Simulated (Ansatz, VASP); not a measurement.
## PbSe: VASP beside Ansatz

The input INCAR:

```
SYSTEM = PbSe
ALGO = Normal
EDIFF = 1E-8
ENCUT = 400
GGA = PS
GGA_COMPAT = .False.
ISIF = 2
ISMEAR = -1
LASPH = .True.
LCHARG = .False.
LEFG = .True.
LREAL = .False.
LWAVE = .False.
NBANDS = 17
NELM = 120
PREC = Accurate
SIGMA = 0.01
```

Contents of KPOINTS:

```
k-points
0
Gamma
  9 9 9
  0 0 0
```

File POSCAR:

```
PbSe
1.0
    0.0000000000      3.0621500000      3.0621500000
    3.0621500000      0.0000000000      3.0621500000
    3.0621500000      3.0621500000      0.0000000000
Pb Se
1 1
Direct
    0.0000000000      0.0000000000      0.0000000000
    0.5000000000      0.5000000000      0.5000000000
```

Input for Ansatz:

```yaml
crystal:
  lattice:
    - [0.0, 3.06215, 3.06215]
    - [3.06215, 0.0, 3.06215]
    - [3.06215, 3.06215, 0.0]
  atoms:
    - { symbol: Pb, position: [0.0, 0.0, 0.0] }
    - { symbol: Se, position: [0.5, 0.5, 0.5] }
kpoints:
  mp_grid: { grid: [9, 9, 9] }
  band_path:
    path:
      - [0.0, 0.0, 0.0]
      - [0.5, 0.0, 0.5]
      - [0.625, 0.25, 0.625]
      - [0.375, 0.375, 0.75]
      - [0.0, 0.0, 0.0]
      - [0.5, 0.5, 0.5]
      - [0.5, 0.25, 0.75]
      - [0.5, 0.0, 0.5]
    npoints: 14
scf:
  occupations: { method: fermi_dirac, width: 0.01 }
hamiltonian:
  xc: pbesol
  pseudopotentials: { kind: paw }
output:
  forces: true
  stress: true
  eigenvalues: true
  efg: { contact_densities: true }
  populations: true
  bader: true
  dos: { projected: true, de: 0.2, e_range: [-14, 8] }
  write_density: true
  write_potential: true
  elf: true
  volumetric_format: npy
```

Alike in both runs: task electric field gradients; functional PBEsol; k mesh 9 × 9 × 9; occupations fermi-dirac, width 0.01 eV; no spin polarisation.

|  | VASP | Ansatz |
| --- | --- | --- |
| version | VASP 6.6.1 | Ansatz 0.2.0 |
| potentials or method | VASP PAW PBE potentials, release 64 (Pb_d, Se) | PAW with Ansatz's default frozen-core files, scalar-relativistic |
| plane-wave cutoff (eV) | 400 | 420 |
| valence electrons in the cell | 20 | 30 |

```csv
,VASP,Ansatz,Ansatz less VASP
pressure (GPa),-0.6,-0.6,+0.01
```

VASP's potentials were made for PBE, not for PBEsol. With one functional, cell and mesh, what is left measures potentials, basis and numerics. VASP's potentials hold 20 valence electrons a cell and Ansatz's 30, so a difference there can come from the potentials and not from the codes.

Spin-orbit coupling is off throughout.
